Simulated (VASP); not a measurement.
A run of VASP 6.6.1 is set up as follows.

File INCAR:

```
SYSTEM = HfSi2
  ALGO = Normal
  EDIFF = 1E-6
  ENCUT = 500
  GGA = PE
  GGA_COMPAT = .False.
  ISIF = 2
  ISMEAR = 0
  LASPH = .True.
  LCHARG = .False.
  LREAL = .False.
  LWAVE = .False.
  NBANDS = 48
  NELM = 120
  PREC = Accurate
  SIGMA = 0.1
```

File KPOINTS:

```
k-points
0
Gamma
  10 4 10
  0 0 0
```

File POSCAR:

```
HfSi2
1.0
    3.5720588831      0.0000000000      0.0000000000
    0.0000000000     14.1542401069      0.0000000000
    0.0000000000      0.0000000000      3.7256682395
Hf Si
4 8
Direct
    0.0000000000      0.1046652854      0.2500000000
    0.5000000000      0.3953347146      0.7500000000
    0.5000000000      0.6046652854      0.2500000000
    0.0000000000      0.8953347146      0.7500000000
    0.0000000000      0.4452838214      0.2500000000
    0.5000000000      0.0547161786      0.7500000000
    0.5000000000      0.2506045679      0.2500000000
    0.0000000000      0.2493954321      0.7500000000
    0.5000000000      0.9452838214      0.2500000000
    0.0000000000      0.5547161786      0.7500000000
    0.0000000000      0.7506045679      0.2500000000
    0.5000000000      0.7493954321      0.7500000000
```

Potentials or basis: VASP PAW PBE potentials, release 64 (Hf_pv, Si).

The run is started by

```sh
$ cat potpaw_PBE.64/Hf_pv/POTCAR potpaw_PBE.64/Si/POTCAR > POTCAR
$ mpirun -np 1 vasp_std > vasp.out
```

**Question.** Estimate the largest force.

**Answer.** 0.126 eV/Å.

**Question.** Predict the pressure.

**Answer.** 5.7 GPa.

**Question.** Predict the band gap on the k mesh.

**Answer.** Zero (bands 36 and 37 overlap by 1.28 eV).

Stress tensor (GPa, compression positive):
```
9.00 0.00 0.00
0.00 7.64 0.00
0.00 0.00 0.38
```

Caveat: the cell differs from its parent crystal (biaxial strain in the a-b plane: -3.0 %); the cell stands under pressure; spin-orbit coupling is left out, which moves the levels of the heavy elements.
